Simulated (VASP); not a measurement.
Input of a VASP 6.6.1 run:

Contents of POSCAR:

```
C
1.0
    1.8919426155     -3.2064918765      0.0000000000
    1.8919426155      3.2064918765      0.0000000000
    0.0000000000      0.0000000000      3.7889184435
C
4
Direct
    0.1525000000      0.8475000000      0.0785000000
    0.6525000000      0.3475000000      0.4215000000
    0.8475000000      0.1525000000      0.9215000000
    0.3475000000      0.6525000000      0.5785000000
```

The input INCAR.step1:

```
SYSTEM = C
PREC = Accurate
ENCUT = 600
ISMEAR = 0
SIGMA = 0.1
LREAL = .FALSE.
LASPH = .TRUE.
NELM = 100
GGA = PE
ALGO = Normal
EDIFF = 1E-4
LWAVE = .TRUE.
LCHARG = .FALSE.
```

INCAR.step2

```
SYSTEM = C
PREC = Accurate
ENCUT = 600
EDIFF = 1E-6
ISMEAR = 0
SIGMA = 0.1
LREAL = .FALSE.
LASPH = .TRUE.
NELM = 100
ALGO = Normal
ISIF = 3
LWAVE = .FALSE.
LCHARG = .FALSE.
METAGGA = R2SCAN
LMIXTAU = .TRUE.
IBRION = 2
NSW = 90
EDIFFG = -0.04
ISTART = 1
```

Contents of KPOINTS:

```
regular mesh
0
G
  6 6 4
  0 0 0
```

Potentials or basis: VASP PAW PBE potentials, release 64 (C).

The run is started by

```sh
$ cat potpaw_PBE.64/C/POTCAR > POTCAR
$ cp INCAR.step1 INCAR
$ mpirun -np 1 vasp_std > vasp.out
$ cp INCAR.step2 INCAR
$ mpirun -np 1 vasp_std > vasp.out
```

Q: Estimate the relaxed volume.

A: 7.68 Å³/atom.

Q: Estimate the band gap on the k mesh.

A: 0.08 eV, indirect (least direct gap 0.65 eV).

Final structure:
```
C
1.0
     2.94571   -2.12683    0.00000
     2.94571    2.12683    0.00000
     0.00000    0.00000    2.45170
C
4
Direct
  0.16718 0.83282 0.00011
  0.66718 0.33282 0.49989
  0.83282 0.16718 0.99989
  0.33282 0.66718 0.50011
```

Caveat: the volume moved by over 15 % at a fixed basis, so the end points are rough; the PAW data sets were made with another functional, which shifts forces and pressure a little. A k mesh can miss the band edges.
